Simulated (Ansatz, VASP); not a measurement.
Cd3Te2Se in VASP and in Ansatz

```
Cd Te Se
1.0
     4.58282    0.00000    0.00000
    -2.29141    3.96884    0.00000
     0.00000    0.00000   11.21266
Cd Te Se
3 2 1
Direct
  0.00000 0.00000 0.99935
  0.33333 0.66667 0.65414
  0.66667 0.33333 0.34598
  0.00000 0.00000 0.74511
  0.66667 0.33333 0.09050
  0.33333 0.66667 0.41492
```

Alike in both runs: functional PBE; k mesh 6 × 6 × 2; occupations gaussian, width 0.1 eV; no spin polarisation.

Ansatz relaxed the structure, and its values are those at the end. VASP's run is a single point on that final structure, the one shown.

|  | VASP | Ansatz |
| --- | --- | --- |
| version | VASP 6.6.1 | Ansatz 0.2.0 |
| potentials or method | VASP PAW PBE potentials, release 64 (Cd, Te, Se), cutoff 520 eV | scalar-relativistic, plane waves, PAW |
| valence electrons in the cell | 54 | 108 |

|  | VASP | Ansatz | Ansatz less VASP |
| --- | --- | --- | --- |
| gap on the k mesh at the Fermi level (eV) | 0.25 | 0.25 | +0.004 |
| least direct gap on the mesh (eV) | 0.25 | 0.25 | +0.004 |
| pressure (GPa) | 0.2 | 0.0 | -0.14 |
| rms of the force components (eV/Å) | 0.005 | 0.004 | -0.0007 |

The functional is the same, so the differences come from potentials, cutoffs and numerics. VASP's potentials hold 54 valence electrons a cell and Ansatz's 108, so a difference there can come from the potentials and not from the codes.

Neither program's run includes spin-orbit coupling.
